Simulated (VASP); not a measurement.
Write the native input for VASP 6.6.1 that does the following.

| Item | Value |
| --- | --- |
| Task | single point |
| Functional | PBE |
| Dispersion | D3(BJ) |
| Potentials or basis | VASP PAW PBE potentials, release 64 (Pb_d, Se) |
| Cutoff | 520 eV |
| k mesh | 10 × 10 × 10 |
| Occupations | gaussian, width 0.03 eV |
| Spin | no spin polarisation |
| Dipole correction | no |
| Further INCAR settings | ALGO = Normal; EDIFF = 1e-07; NBANDS = 17 |

The structure of PbSe lies in POSCAR:

```
PbSe
1.0
    0.0000000000      3.1153934320      3.1153934320
    3.1153934320      0.0000000000      3.1153934320
    3.1153934320      3.1153934320      0.0000000000
Pb Se
1 1
Direct
    0.0000000000      0.0000000000      0.0000000000
    0.5000000000      0.5000000000      0.5000000000
```

This cell differs from its parent crystal: volume 30.237 Å^3 an atom, c/a of the conventional cell 1.0000.

These files were run (other wordings do the same):

INCAR

```
SYSTEM = PbSe
PREC = Accurate
ENCUT = 520
EDIFF = 1E-7
ISMEAR = 0
SIGMA = 0.03
LREAL = .FALSE.
LASPH = .TRUE.
NELM = 80
ALGO = Normal
ISIF = 2
LWAVE = .FALSE.
LCHARG = .FALSE.
GGA = PE
IVDW = 12
NBANDS = 17
```

KPOINTS

```
Automatic mesh
0
G
  10 10 10
  0 0 0
```

Potentials or basis: VASP PAW PBE potentials, release 64 (Pb_d, Se).

Command:

```console
$ cat potpaw_PBE.64/Pb_d/POTCAR potpaw_PBE.64/Se/POTCAR > POTCAR
$ mpirun -np 1 vasp_std > vasp.out
```

It gave:

```json
{
  "Pressure": "-2.1 GPa",
  "Band gap on the k mesh": "0.46 eV, direct",
  "Dispersion energy per atom": "-0.349 eV"
}
```

Caveat: spin-orbit coupling is left out, which moves the levels of the heavy elements.

It took 47 s on 1 thread of Intel(R) Xeon(R) Platinum 8488C (Sapphire Rapids), with other jobs on the host, peak memory 0.23 GiB.
